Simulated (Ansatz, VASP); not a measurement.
**Te2Mo: VASP beside Ansatz**

```
Te Mo
1.0
     3.49643    0.00000    0.00000
    -1.74822    3.02800    0.00000
     0.00000    0.00000   13.70113
Te Mo
4 2
Direct
  0.33333 0.66667 0.61734
  0.66667 0.33333 0.11734
  0.33333 0.66667 0.88266
  0.66667 0.33333 0.38266
  0.33333 0.66667 0.25000
  0.66667 0.33333 0.75000
```

Alike in both runs: task electric field gradients; functional PBE; dispersion D3(BJ); k mesh 10 × 10 × 2; occupations gaussian, width 0.05 eV; no spin polarisation.

```csv
,VASP,Ansatz
version,VASP 6.6.1,Ansatz 0.2.0
potentials or method,"VASP PAW PBE potentials, release 64 (Te, Mo_sv), cutoff 400 eV","scalar-relativistic, plane waves, PAW"
valence electrons in the cell,52,92
```

|  | VASP | Ansatz | Ansatz less VASP |
| --- | --- | --- | --- |
| gap on the k mesh at the Fermi level (eV) | 0.59 | 0.60 | +0.006 |
| least direct gap on the mesh (eV) | 1.16 | 1.16 | -0.002 |
| pressure (GPa) | -0.2 | 0.0 | +0.20 |
| rms of the force components (eV/Å) | 0.005 | 0.002 | -0.0030 |
| size of Vzz on the site where it differs most (V/Å²) | 168.5 | 175.6 | +7.10 |

Atom by atom the forces differ by 0.008 eV/Å (rms over components). VASP's potentials hold 52 valence electrons a cell and Ansatz's 92, so a difference there can come from the potentials and not from the codes.

Neither program's run includes spin-orbit coupling.
